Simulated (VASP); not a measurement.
# Zn (Im-3m) in VASP: a series of runs

Runs on Zn. Level: PBE. Tasks: single point.

Program: VASP 6.6.1. These are calculated values, not measurements. Logs are shortened: lines on timing, memory, paths and dates and some standing lists are left out, and cuts for length are marked.

## Step 1: The cell of the first run

The structure is cubic, space group Im-3m (No. 229). The conventional cell has a = 3.067 Å, b = 3.067 Å, c = 3.067 Å, α = 90.00°, β = 90.00°, γ = 90.00°. Within 3.5 Å of Zn (site symmetry m-3m) lie 14 Zn at 2.66 to 3.07 Å.

This isn't the form of Zn at room conditions, which is hcp.

## Step 2: Single point, PBE

Input file INCAR:

```
PREC = Accurate
ENCUT = 520
EDIFF = 1E-7
ISMEAR = -1
SIGMA = 0.06122561905347299
LREAL = F
LASPH = T
NELM = 100
ALGO = Normal
ISIF = 2
LWAVE = F
LCHARG = F
GGA = PE
NBANDS = 12
```

Input file KPOINTS:

```
regular mesh
0
Gamma
  49 49 49
```

Input file POSCAR:

```
Zn
1.0
   -1.5337256096      1.5337256096      1.5337256096
    1.5337256096     -1.5337256096      1.5337256096
    1.5337256096      1.5337256096     -1.5337256096
Zn
1
Direct
    0.0000000000      0.0000000000      0.0000000000
```

Potentials or basis: VASP PAW PBE potentials, release 64 (Zn).

Run with:

```bash
$ cat potpaw_PBE.64/Zn/POTCAR > POTCAR
$ mpirun -np 1 vasp_std > vasp.out
```

OUTCAR:

```text
PREC = Accurate
   ENCUT = 520
   EDIFF = 1E-7
   ISMEAR = -1
   LREAL = F
   LASPH = T
   NELM = 100
   ISIF = 2
   GGA = PE

 ion  position               nearest neighbor table
   1  0.000  0.000  0.000-

  LATTYP: Found a body centered cubic cell.
 ALAT       =     3.0674512192

  Lattice vectors:

 A1 = (  -1.5337256096,   1.5337256096,   1.5337256096)
 A2 = (   1.5337256096,  -1.5337256096,   1.5337256096)
 A3 = (   1.5337256096,   1.5337256096,  -1.5337256096)

Analysis of symmetry for initial positions (statically):
=====================================================================
 Subroutine PRICEL returns:
 Original cell was already a primitive cell.

 Routine SETGRP: Setting up the symmetry group for a
 body centered cubic supercell.

 Subroutine GETGRP returns: Found 48 space group operations
 (whereof 48 operations were pure point group operations)
 out of a pool of 48 trial point group operations.

The static configuration has the point symmetry O_h .

Analysis of symmetry for dynamics (positions and initial velocities):
=====================================================================
 Subroutine PRICEL returns:
 Original cell was already a primitive cell.

 Routine SETGRP: Setting up the symmetry group for a
 body centered cubic supercell.

 Subroutine GETGRP returns: Found 48 space group operations
 (whereof 48 operations were pure point group operations)
 out of a pool of 48 trial point group operations.

The dynamic configuration has the point symmetry O_h .

 Subroutine INISYM returns: Found 48 space group operations
 (whereof 48 operations are pure point group operations),
 and found     1 'primitive' translations

----------------------------------------------------------------------------------------

                                     Primitive cell

  volume of cell :      14.4312

  direct lattice vectors                    reciprocal lattice vectors
    -1.533725610  1.533725610  1.533725610     0.000000000  0.326003554  0.326003554
     1.533725610 -1.533725610  1.533725610     0.326003554  0.000000000  0.326003554
     1.533725610  1.533725610 -1.533725610     0.326003554  0.326003554  0.000000000

  length of vectors
     2.656490681  2.656490681  2.656490681     0.461038648  0.461038648  0.461038648

  position of ions in fractional coordinates (direct lattice)
     0.000000000  0.000000000  0.000000000

  ion indices of the primitive-cell ions
   primitive index   ion index
                 1           1

----------------------------------------------------------------------------------------

 KPOINTS: regular mesh

Automatic generation of k-mesh.
 Grid dimensions read from file:
 generate k-points for:   49   49   49

 Generating k-lattice:

  Cartesian coordinates                     Fractional coordinates (reciprocal lattice)
     0.000000000  0.006653134  0.006653134     0.020408163  0.000000000  0.000000000
     0.006653134  0.000000000  0.006653134     0.000000000  0.020408163  0.000000000
     0.006653134  0.006653134  0.000000000     0.000000000  0.000000000  0.020408163

  Length of vectors
     0.009408952  0.009408952  0.009408952

  Shift w.r.t. Gamma in fractional coordinates (k-lattice)
     0.000000000  0.000000000  0.000000000

 Subroutine IBZKPT returns following result:
 ===========================================

 Found   2925 irreducible k-points:

 Following reciprocal coordinates:
            Coordinates               Weight
  0.000000  0.000000  0.000000      1.000000
  0.020408  0.000000  0.000000     12.000000
  0.040816  0.000000  0.000000     12.000000
  0.061224  0.000000  0.000000     12.000000
  0.081633  0.000000  0.000000     12.000000
  0.102041  0.000000  0.000000     12.000000
[... 16 lines left out ...]
  0.448980  0.000000  0.000000     12.000000
  0.469388  0.000000  0.000000     12.000000
 [... further k-points ...]
   k-points           NKPTS =   2925   k-points in BZ     NKDIM =   2925   number of bands    NBANDS=     12
   number of dos      NEDOS =    301   number of ions     NIONS =      1
   total plane-waves  NPLWV =   8000
   dimension x,y,z NGX =    20 NGY =   20 NGZ =   20
   dimension x,y,z NGXF=    40 NGYF=   40 NGZF=   40
   ions per type =               1
   NGX,Y,Z   is equivalent  to a cutoff of  12.52, 12.52, 12.52 a.u.
   NGXF,Y,Z  is equivalent  to a cutoff of  25.03, 25.03, 25.03 a.u.
 SYSTEM =  unknown system
   PREC   = accura    normal or accurate (medium, high low for compatibility)
   ISTART =      0    job   : 0-new  1-cont  2-samecut
   ICHARG =      2    charge: 1-file 2-atom 10-const
   ISPIN  =      1    spin polarized calculation?
   LNONCOLLINEAR =      F non collinear calculations
   LSORBIT =      F    spin-orbit coupling
   LASPH  =      T    aspherical Exc in radial PAW
   ENCUT  =  520.0 eV  38.22 Ry    6.18 a.u.   4.94  4.94  4.94*2*pi/ulx,y,z
   NELM   =    100;   NELMIN=  2; NELMDL= -5     # of ELM steps
   EDIFF  = 0.1E-06   stopping-criterion for ELM
   LREAL  =      F    real-space projection
   EDIFFG = 0.1E-05   stopping-criterion for IOM
   NSW    =      0    number of steps for IOM
   IBRION =     -1    ionic relax: 0-MD 1-quasi-New 2-CG
   NFREE  =      0    steps in history (QN), initial steepest desc. (CG)
   ISIF   =      2    stress and relaxation
   ISYM   =      2    0-nonsym 1-usesym 2-fastsym
   POTIM  = 0.5000    time-step for ionic-motion
   TEBEG  =    0.0;   TEEND  =   0.0 temperature during run
   PSTRESS=    0.0 pullay stress
   NELECT =      12.0000    total number of electrons
   NUPDOWN=      -1.0000    fix difference up-down
   EMIN   =  10.00;   EMAX   =-10.00  energy-range for DOS
   EFERMI =   0.00;   METHOD = LEGACY
   ISMEAR =    -1;   SIGMA  =   0.06  broadening in eV -4-tet -1-fermi 0-gaus
   EFERMI_NEDOS =   21; number of points for ismear=-14 and -15
   IALGO  =     38    algorithm
   IMIX   =      4    mixing-type and parameters
     AMIX     =   0.40;   BMIX     =  1.00
     AMIX_MAG =   1.60;   BMIX_MAG =  1.00
  volume/ion in A,a.u.               =      14.43        97.39
  Fermi-wavevector in a.u.,A,eV,Ry     =   1.539457  2.909152 32.244829  2.369928
  Thomas-Fermi vector in A             =   2.645682
   LORBIT       =      0    0 simple, 1 ext, 2 COOP (PROOUT), +10 PAW based schemes
   GGA     = PE    functional components
   LHFCALC =     F    Hartree Fock is set to
   AEXX    =    0.0000 exact exchange contribution
   IVDW    =     0    specifies the selected vdW correction
   LEPSILON=     F    determine dielectric tensor
   LRPA    =     F    only Hartree local field effects (RPA)
 non-spin polarized calculation
  energy-cutoff  :      520.00
  volume of cell :       14.43
 maximum number of plane-waves:       402
   NGX =  9   NGY =  9   NGZ =  9

 number of electron      11.9999993 magnetization

 Free energy of the ion-electron system (eV)
  ---------------------------------------------------
  ext. energy  EPLUGINS =         0.00000000
  ---------------------------------------------------
  free energy    TOTEN  =        -1.01043474 eV

  energy without entropy =       -1.00651989  energy(sigma->0) =       -1.00847731

 E-fermi :   3.6686     XC(G=0): -11.8439

 val. band max:        3.6647583528   @ k =   0.4082   0.1020   0.0000
 cond. band min:       3.6700696055   @ k =   0.2653   0.2653   0.1429
 fundamental gap:      0.0053112527
 Fermi energy:         3.6686498036

 k-point     1 :       0.0000    0.0000    0.0000
  band No.  band energies     occupation
      1      -7.3074      2.00000
      2      -4.3625      2.00000
      3      -4.3625      2.00000
      4      -4.3625      2.00000
      5      -3.8024      2.00000
      6      -3.8024      2.00000
      7      23.7166      0.00000
      8      23.7166      0.00000
      9      23.7167      0.00000
     10      24.9087      0.00000
     11      24.9087      0.00000
     12      24.9087      0.00000

 k-point     2 :       0.0204    0.0000    0.0000
  band No.  band energies     occupation
      1      -7.2936      2.00000
      2      -4.3640      2.00000
      3      -4.3623      2.00000
      4      -4.3591      2.00000
      5      -3.8038      2.00000
      6      -3.8023      2.00000
      7      23.4768      0.00000
      8      23.5717      0.00000
      9      23.6431      0.00000
     10      24.6215      0.00000
     11      24.7717      0.00000
     12      24.8480      0.00000

 k-point     3 :       0.0408    0.0000    0.0000
  band No.  band energies     occupation
      1      -7.2522      2.00000
      2      -4.3682      2.00000
      3      -4.3614      2.00000
      4      -4.3486      2.00000
      5      -3.8079      2.00000
      6      -3.8020      2.00000
      7      22.7482      0.00000
      8      23.2049      0.00000
      9      23.4132      0.00000
     10      24.2788      0.00000
     11      24.4507      0.00000
     12      24.7575      0.00000

 k-point     4 :       0.0612    0.0000    0.0000
  band No.  band energies     occupation
      1      -7.1833      2.00000
      2      -4.3752      2.00000
      3      -4.3599      2.00000
      4      -4.3314      2.00000
      5      -3.8145      2.00000
      6      -3.8016      2.00000
      7      21.7580      0.00000
      8      22.7241      0.00000
      9      23.0463      0.00000
     10      24.0292      0.00000
     11      24.0607      0.00000
     12      24.7365      0.00000

 k-point     5 :       0.0816    0.0000    0.0000
  band No.  band energies     occupation
      1      -7.0875      2.00000
      2      -4.3848      2.00000
      3      -4.3578      2.00000
      4      -4.3075      2.00000
      5      -3.8230      2.00000
      6      -3.8009      2.00000
      7      20.6879      0.00000
      8      22.1960      0.00000
      9      22.6004      0.00000
     10      23.6551      0.00000
     11      23.7960      0.00000
     12      24.7907      0.00000

 k-point     6 :       0.1020    0.0000    0.0000
  band No.  band energies     occupation
      1      -6.9652      2.00000
      2      -4.3969      2.00000
      3      -4.3549      2.00000
      4      -4.2774      2.00000
      5      -3.8329      2.00000
      6      -3.8001      2.00000
      7      19.5970      0.00000
      8      21.6529      0.00000
      9      22.1226      0.00000
     10      23.2545      0.00000
     11      23.5618      0.00000
     12      24.9015      0.00000

 k-point     7 :       0.1224    0.0000    0.0000
  band No.  band energies     occupation
      1      -6.8176      2.00000
      2      -4.4113      2.00000
      3      -4.3507      2.00000
      4      -4.2413      2.00000
      5      -3.8434      2.00000
      6      -3.7991      2.00000
      7      18.5060      0.00000
      8      21.1109      0.00000
      9      21.6386      0.00000
     10      22.8679      0.00000
     11      23.3278      0.00000
     12      25.0566      0.00000

 k-point     8 :       0.1429    0.0000    0.0000
  band No.  band energies     occupation
      1      -6.6461      2.00000
      2      -4.4277      2.00000
      3      -4.3443      2.00000
      4      -4.1998      2.00000
      5      -3.8538      2.00000
      6      -3.7978      2.00000
      7      17.4243      0.00000
      8      20.5788      0.00000
      9      21.1616      0.00000
     10      22.4995      0.00000
     11      23.0980      0.00000
     12      25.2499      0.00000
[... 166 lines left out ...]
 k-point    20 :       0.3878    0.0000    0.0000
  band No.  band energies     occupation
      1      -5.0884      2.00000
      2      -4.6643      2.00000
      3      -3.8496      2.00000
      4      -3.7708      2.00000
      5      -3.5487      2.00000
      6      -1.7817      2.00000
      7       5.9927      0.00000
      8      16.0056      0.00000
      9      17.1881      0.00000
     10      19.7274      0.00000
     11      21.3182      0.00000
     12      29.9247      0.00000

 k-point    21 :       0.4082    0.0000    0.0000
  band No.  band energies     occupation
      1      -5.0922      2.00000
      2      -4.6773      2.00000
      3      -3.8440      2.00000
      4      -3.7688      2.00000
      5      -3.5098      2.00000
      6      -1.2725      2.00000
      7       5.2088      0.00000
      8      15.8219      0.00000
      9      17.0363      0.00000
     10      19.6305      0.00000
     11      21.2595      0.00000
     12      30.4755      0.00000

 k-point    22 :       0.4286    0.0000    0.0000
  band No.  band energies     occupation
      1      -5.0979      2.00000
      2      -4.6879      2.00000
      3      -3.8391      2.00000
      4      -3.7671      2.00000
      5      -3.4777      2.00000
      6      -0.7464      2.00000
      7       4.4648      0.00000
      8      15.6739      0.00000
      9      16.9145      0.00000
     10      19.5532      0.00000
     11      21.2130      0.00000
     12      31.0377      0.00000

 k-point    23 :       0.4490    0.0000    0.0000
  band No.  band energies     occupation
      1      -5.1034      2.00000
      2      -4.6961      2.00000
      3      -3.8352      2.00000
      4      -3.7658      2.00000
      5      -3.4530      2.00000
      6      -0.2198      2.00000
      7       3.7757      0.29663
      8      15.5622      0.00000
      9      16.8230      0.00000
     10      19.4954      0.00000
     11      21.1785      0.00000
     12      31.5976      0.00000

 k-point    24 :       0.4694    0.0000    0.0000
  band No.  band energies     occupation
      1      -5.1077      2.00000
      2      -4.7016      2.00000
      3      -3.8326      2.00000
      4      -3.7649      2.00000
      5      -3.4362      2.00000
      6       0.2682      2.00000
      7       3.1798      1.99932
      8      15.4873      0.00000
      9      16.7618      0.00000
     10      19.4569      0.00000
     11      21.1557      0.00000
     12      32.1183      0.00000

 [... further k-points ...]
[... 5 lines left out ...]
  --------------------------------------------------------------------------------------
  -------------------------------------------------------------------------------------
  Total        0.4689607      0.4689607      0.4689607     -0.0000000     -0.0000000      0.0000000
  in kB       52.0647747     52.0647747     52.0647747     -0.0000000     -0.0000000      0.0000000
  external PRESSURE =      52.0647747 kB  Pullay stress =       0.0000000 kB

 VOLUME and BASIS-vectors are now :
 -----------------------------------------------------------------------------
  energy-cutoff  :      520.00
  volume of cell :       14.43
      direct lattice vectors                 reciprocal lattice vectors
    -1.533725610  1.533725610  1.533725610     0.000000000  0.326003554  0.326003554
     1.533725610 -1.533725610  1.533725610     0.326003554  0.000000000  0.326003554
     1.533725610  1.533725610 -1.533725610     0.326003554  0.326003554  0.000000000

 POSITION                                       TOTAL-FORCE (eV/Angst)
 -----------------------------------------------------------------------------------
      0.00000      0.00000      0.00000         0.000000      0.000000      0.000000
 -----------------------------------------------------------------------------------
    total drift:                                0.000000     -0.000000      0.000000

  FREE ENERGIE OF THE ION-ELECTRON SYSTEM (eV)
  ---------------------------------------------------
  free  energy   TOTEN  =        -1.0104347398 eV

  energy  without entropy=       -1.0065198893  energy(sigma->0) =       -1.00847731
```

It took 3.1 min on 1 thread of Intel Xeon 6975P-C (Granite Rapids), shared host; peak memory 0.55 GiB.

What came out:

* Free energy: -1.0104 eV
* Pressure: 5.2 GPa
* Band gap on the k mesh: zero (bands 6 and 7 overlap by 5.09 eV)

Levels at points of the mesh, in eV from the Fermi level:
| k point | band 2 | band 3 | band 4 | band 5 | band 6 | band 7 | band 8 | band 9 | band 10 | band 11 |
| --- | --- | --- | --- | --- | --- | --- | --- | --- | --- | --- |
| (0.00, 0.00, 0.00) | -8.03 | -8.03 | -8.03 | -7.47 | -7.47 | 20.05 | 20.05 | 20.05 | 21.24 | 21.24 |

Caveat: the cell stands under pressure.

## Step 3: Single point, PBE

This run uses another cell than the first one, of 14.74 Å³/atom.

Input file INCAR:

```
PREC = Accurate ; ENCUT = 520
EDIFF = 1E-7 ; ISMEAR = -1
SIGMA = 0.06122561905347299 ; LREAL = F
LASPH = T ; NELM = 60
ALGO = Normal ; ISIF = 2
LWAVE = F ; LCHARG = F
GGA = PE ; NBANDS = 12
```

KPOINTS is that of step 2.

Input file POSCAR:

```
Zn
1.0
   -1.5445268500      1.5445268500      1.5445268500
    1.5445268500     -1.5445268500      1.5445268500
    1.5445268500      1.5445268500     -1.5445268500
Zn
1
Direct
    0.0000000000      0.0000000000      0.0000000000
```

Potentials or basis: VASP PAW PBE potentials, release 64 (Zn).

Run with:

```bash
$ cat potpaw_PBE.64/Zn/POTCAR > POTCAR
$ mpirun -np 1 vasp_std > vasp.out
```

OUTCAR:

```text
PREC = Accurate
   ENCUT = 520
   EDIFF = 1E-7
   ISMEAR = -1
   LREAL = F
   LASPH = T
   NELM = 60
   ISIF = 2
   GGA = PE

 ion  position               nearest neighbor table
   1  0.000  0.000  0.000-

  LATTYP: Found a body centered cubic cell.
 ALAT       =     3.0890537000

  Lattice vectors:

 A1 = (  -1.5445268500,   1.5445268500,   1.5445268500)
 A2 = (   1.5445268500,  -1.5445268500,   1.5445268500)
 A3 = (   1.5445268500,   1.5445268500,  -1.5445268500)

[... 527 lines left out ...]
      3      -3.9473      2.00000
      4      -3.8825      2.00000
      5      -3.5656      2.00000
      6       0.1889      2.00000
      7       2.9882      1.99946
      8      15.1446      0.00000
      9      16.4543      0.00000
     10      19.1145      0.00000
     11      20.7254      0.00000
     12      31.5468      0.00000

 [... further k-points ...]
[... 5 lines left out ...]
  --------------------------------------------------------------------------------------
  -------------------------------------------------------------------------------------
  Total        0.3113865      0.3113865      0.3113865      0.0000000      0.0000000      0.0000000
  in kB       33.8504145     33.8504145     33.8504145      0.0000000      0.0000000      0.0000000
  external PRESSURE =      33.8504145 kB  Pullay stress =       0.0000000 kB

 VOLUME and BASIS-vectors are now :
 -----------------------------------------------------------------------------
  energy-cutoff  :      520.00
  volume of cell :       14.74
      direct lattice vectors                 reciprocal lattice vectors
    -1.544526850  1.544526850  1.544526850     0.000000000  0.323723735  0.323723735
     1.544526850 -1.544526850  1.544526850     0.323723735  0.000000000  0.323723735
     1.544526850  1.544526850 -1.544526850     0.323723735  0.323723735  0.000000000

 POSITION                                       TOTAL-FORCE (eV/Angst)
 -----------------------------------------------------------------------------------
      0.00000      0.00000      0.00000        -0.000000     -0.000000     -0.000000
 -----------------------------------------------------------------------------------
    total drift:                                0.000000     -0.000000      0.000000

  FREE ENERGIE OF THE ION-ELECTRON SYSTEM (eV)
  ---------------------------------------------------
  free  energy   TOTEN  =        -1.0186250056 eV

  energy  without entropy=       -1.0146454166  energy(sigma->0) =       -1.01663521
```

Run time: 2.9 min. Hardware: 1 thread of Intel Xeon 6975P-C (Granite Rapids), shared host; peak memory 0.57 GiB.

What came out:

- Free energy: -1.0186 eV
- Pressure: 3.4 GPa
- Band gap on the k mesh: zero (bands 6 and 7 overlap by 5.09 eV)

Levels at points of the mesh, in eV from the Fermi level:
| k point | band 3 | band 4 | band 5 | band 6 | band 7 | band 8 | band 9 | band 10 |
| --- | --- | --- | --- | --- | --- | --- | --- | --- |
| (0.00, 0.00, 0.00) | -7.95 | -7.95 | -7.41 | -7.41 | 19.70 | 19.70 | 19.70 | 21.07 |

Caveat: the cell stands under pressure.

## Step 4: Single point, PBE

This run uses another cell than the first one, of 14.74 Å³/atom.

Input file INCAR:

```
  ALGO = Normal
  EDIFF = 1E-7
  ENCUT = 520
  GGA = PE
  ISIF = 2
  ISMEAR = -1
  LASPH = T
  LCHARG = T
  LELF = T
  LREAL = F
  LVHAR = T
  LWAVE = F
  NBANDS = 12
  NELM = 100
  PREC = Accurate
  SIGMA = 0.06122561905347299
```

Input file KPOINTS:

```
k-points
0
Gamma
  25 25 25
```

POSCAR is that of step 3.

Run with:

```bash
$ cat potpaw_PBE.64/Zn/POTCAR > POTCAR
$ mpirun -np 1 vasp_std > vasp.out
```

Wall time 68 s (1 thread of Intel Xeon 8259CL, shared host); peak memory 0.19 GiB.

It converged, with:

* Free energy: -1.0184 eV
* Pressure: 3.5 GPa
* Band gap on the k mesh: zero (bands 6 and 7 overlap by 4.86 eV)

Levels at points of the mesh, in eV from the Fermi level:
```tsv
k point	band 2	band 3	band 4	band 5	band 6	band 7	band 8	band 9	band 10	band 11
(0.00, 0.00, 0.00)	-7.96	-7.96	-7.96	-7.42	-7.42	19.69	19.69	19.69	21.06	21.06
```

Caveat: the cell stands under pressure.

(Continued in part 2 of 2.)
